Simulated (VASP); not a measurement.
Runs of VASP 6.6.1 on Nb. The structure is that of space group P6/mmm (No. 191), or close to it. The cells are those of the table. 

```tsv
cell	gap on the mesh (eV)	pressure (GPa)
a = 4.694, b = 4.694, c = 2.583 Å, angles 90.0, 90.0, 120.0°, 3 atoms	none	17.0
a = 4.826, b = 4.826, c = 2.656 Å, angles 90.0, 90.0, 120.0°, 3 atoms	none	-0.2
a = 4.889, b = 4.889, c = 2.691 Å, angles 90.0, 90.0, 120.0°, 3 atoms	none	-6.6
a = 5.012, b = 5.012, c = 2.758 Å, angles 90.0, 90.0, 120.0°, 3 atoms	none	(a)
a = 4.951, b = 4.951, c = 2.725 Å, angles 90.0, 90.0, 120.0°, 3 atoms	none	(b)
a = 4.624, b = 4.624, c = 2.545 Å, angles 90.0, 90.0, 120.0°, 3 atoms	none	28.5
a = 4.761, b = 4.761, c = 2.620 Å, angles 90.0, 90.0, 120.0°, 3 atoms	none	7.6
```

Alike in all rows: task single point; level PBEsol; potentials or basis VASP PAW PBE potentials, release 64 (Nb_sv); no spin polarisation; k mesh 9 × 9 × 13; cutoff (eV) 520; smearing fermi-dirac 0.1 eV.

Task: Estimate the missing entries.

Result: (a) -16.2; (b) -11.9.

Caveats: the PAW data sets were made with another functional, which shifts forces and pressure a little.

A k mesh can miss the band edges, and the runs leave out spin-orbit coupling on Nb.

A gap of «none» marks levels without a gap at the run's occupations.
